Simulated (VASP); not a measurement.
A run of VASP 6.6.1 is set up as follows.

File POSCAR:

```
MgO
1.0
    2.0916899474      2.0916899474      0.0000000000
   -2.0916899474      2.0916899474      0.0000000000
    0.0000000000      0.0000000000      4.2884899423
Mg O
2 2
Direct
    0.0000000000      0.0000000000      0.0000000000
    0.5000000000      0.5000000000      0.5000000000
    0.5000000000      0.5000000000      0.0000000000
    0.0000000000      0.0000000000      0.5000000000
```

INCAR.step1

```
SYSTEM = MgO
PREC = Accurate ; ENCUT = 520
ISMEAR = 0 ; SIGMA = 0.02
LREAL = .FALSE. ; LASPH = .TRUE.
NELM = 100 ; NBANDS = 16
GGA = PE ; ALGO = Normal
EDIFF = 1E-4 ; LWAVE = .TRUE.
LCHARG = .FALSE.
```

INCAR.step2

```
SYSTEM = MgO
PREC = Accurate ; ENCUT = 520
EDIFF = 1E-6 ; ISMEAR = 0
SIGMA = 0.02 ; LREAL = .FALSE.
LASPH = .TRUE. ; NELM = 100
ALGO = Normal ; ISIF = 2
LWAVE = .FALSE. ; LCHARG = .FALSE.
METAGGA = R2SCAN ; LMIXTAU = .TRUE.
NBANDS = 16 ; ISTART = 1
```

The input KPOINTS:

```
Automatic mesh
0
G
  8 8 6
  0 0 0
```

Potentials or basis: VASP PAW PBE potentials, release 64 (Mg, O).

Launch:

```bash
$ cat potpaw_PBE.64/Mg/POTCAR potpaw_PBE.64/O/POTCAR > POTCAR
$ cp INCAR.step1 INCAR
$ mpirun -np 1 vasp_std > vasp.out
$ cp INCAR.step2 INCAR
$ mpirun -np 1 vasp_std > vasp.out
```

(1) Estimate the band gap on the k mesh.

(2) Estimate the pressure.

Answers

(1) 5.52 eV.

(2) -2.5 GPa.

Caveat: the cell differs from its parent crystal (uniaxial strain along c: +2.0 %); the PAW data sets were made with another functional, which shifts forces and pressure a little.
